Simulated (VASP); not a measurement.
Runs of VASP 6.6.1 on AlN. Symmetry: F-43m, No. 216, cubic system. Conventional cell: a = 4.370 Å, b = 4.370 Å, c = 4.370 Å, α = 90.00°, β = 90.00°, γ = 90.00°. Al (site symmetry -43m) has 4 N at 1.89 Å within 2.5 Å. N (site symmetry -43m) has 4 Al at 1.89 Å within 2.5 Å. 

| level | potentials or basis | k mesh | cutoff (eV) | gap on the mesh (eV) | pressure (GPa) |
| --- | --- | --- | --- | --- | --- |
| PBEsol | VASP PAW PBE potentials, release 64 (Al, N) | 6 × 6 × 6 | 600 | 3.18 | 0.9 |
| PBE | VASP PAW PBE potentials, release 64 (Al, N) | 8 × 8 × 8 | 520 | (a) | 4.3 |
| PBEsol | VASP PAW PBE potentials, release 64 (Al, N) | 10 × 10 × 10 | 520 | 3.19 | (b) |
| LDA | VASP PAW LDA potentials, release 64 (Al, N) | 10 × 10 × 10 | 600 | (c) | -3.4 |
| r2SCAN | VASP PAW PBE potentials, release 64 (Al, N) | 8 × 8 × 8 | 520 | 3.93 | -0.4 |

Alike in all rows: task single point; no spin polarisation; cell as given; smearing gaussian 0.01 eV.

Fill in the values left out.

(a) 3.32; (b) 1.1; (c) 3.22.

Caveats: the PAW data sets were made with another functional, which shifts forces and pressure a little (some runs).

A k mesh can miss the band edges.
